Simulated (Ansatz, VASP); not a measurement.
# MgO: VASP beside Ansatz

```
CELL_PARAMETERS angstrom
2.65987 0.00000 0.00000
0.00000 2.65987 0.00000
0.00000 0.00000 2.65987
ATOMIC_POSITIONS crystal
Mg 0.00000 0.00000 0.00000
O 0.50000 0.50000 0.50000
```

Alike in both runs: functional PBE; k mesh 15 × 15 × 15; occupations fermi-dirac, width 0.08 eV; no spin polarisation.

Ansatz relaxed the structure, and its values are those at the end. VASP's run is a single point on that final structure, the one shown.

|  | VASP | Ansatz |
| --- | --- | --- |
| version | VASP 6.6.1 | Ansatz 0.2.0 |
| potentials or method | VASP PAW PBE potentials, release 64 (Mg, O) | PAW with Ansatz's default frozen-core files, scalar-relativistic |
| plane-wave cutoff (eV) | 520 | 420 |
| valence electrons in the cell | 8 | 16 |

Ansatz gave:

```
pressure (GPa) : 0.0
```

Problem. What did VASP give for the same quantities?

Solution. Pressure (GPa): -0.7.

The functional is the same, so the differences come from potentials, cutoffs and numerics. VASP's potentials hold 8 valence electrons a cell and Ansatz's 16, so a difference there can come from the potentials and not from the codes.
